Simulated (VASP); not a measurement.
Here is a VASP 6.6.1 calculation.

Contents of POSCAR:

```
KCl
1.0
    3.7708085932      0.0000000000      0.0000000000
    0.0000000000      3.7708085932      0.0000000000
    0.0000000000      0.0000000000      3.7708085932
K Cl
1 1
Direct
    0.0000000000      0.0000000000      0.0000000000
    0.5000000000      0.5000000000      0.5000000000
```

Contents of INCAR.step1:

```
ALGO = Normal
EDIFF = 1E-4
ENCUT = 520
GGA = PE
ISMEAR = 0
LASPH = True
LCHARG = False
LREAL = False
LWAVE = True
NBANDS = 15
NELM = 80
PREC = Accurate
SIGMA = 0.01
```

The input INCAR.step2:

```
ALGO = Normal
EDIFF = 1E-6
ENCUT = 520
ISIF = 2
ISMEAR = 0
ISTART = 1
LASPH = True
LCHARG = False
LMIXTAU = True
LREAL = False
LWAVE = False
METAGGA = R2SCAN
NBANDS = 15
NELM = 80
PREC = Accurate
SIGMA = 0.01
```

File KPOINTS:

```
k-points
0
Gamma
  6 6 6
```

Potentials or basis: VASP PAW PBE potentials, release 64 (K_sv, Cl).

The run is started by

```sh
$ cat potpaw_PBE.64/K_sv/POTCAR potpaw_PBE.64/Cl/POTCAR > POTCAR
$ cp INCAR.step1 INCAR
$ mpirun -np 1 vasp_std > vasp.out
$ cp INCAR.step2 INCAR
$ mpirun -np 1 vasp_std > vasp.out
```

(1) Estimate the pressure.

(2) Estimate the band gap on the k mesh.

Results:

(1) 0.0 GPa.

(2) 5.81 eV, indirect (least direct gap 6.02 eV).

Caveat: the PAW data sets were made with another functional, which shifts forces and pressure a little.
